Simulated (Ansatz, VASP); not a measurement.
## Sr2SO in VASP and in Ansatz

```
Sr S O
1.0
     4.04324    0.00000    0.00000
     0.00000    4.04324    0.00000
     0.00000    0.00000    5.71800
Sr S O
2 1 1
Direct
  0.00000 0.00000 0.00000
  0.50000 0.50000 0.50000
  0.00000 0.00000 0.50000
  0.50000 0.50000 0.00000
```

Alike in both runs: task relaxation of cell and atoms; functional PBE; dispersion D4; k mesh 6 × 6 × 4; no spin polarisation.

|  | VASP | Ansatz |
| --- | --- | --- |
| version | VASP 6.6.1 | Ansatz 0.2.0 |
| potentials or method | VASP PAW PBE potentials, release 64 (Sr_sv, S, O) | plane waves, PAW |
| plane-wave cutoff (eV) | 600 | 420 |
| occupations | gaussian, width 0.01 eV | fixed |
| valence electrons in the cell | 32 | 32 |

|  | VASP | Ansatz | Ansatz less VASP |
| --- | --- | --- | --- |
| relaxed volume (Å³/atom) | 22.84 | 22.77 | -0.072 |
| relaxed length of the cell vector where the two differ most in proportion (Å) | 4.011 | 4.007 | -0.0049 |
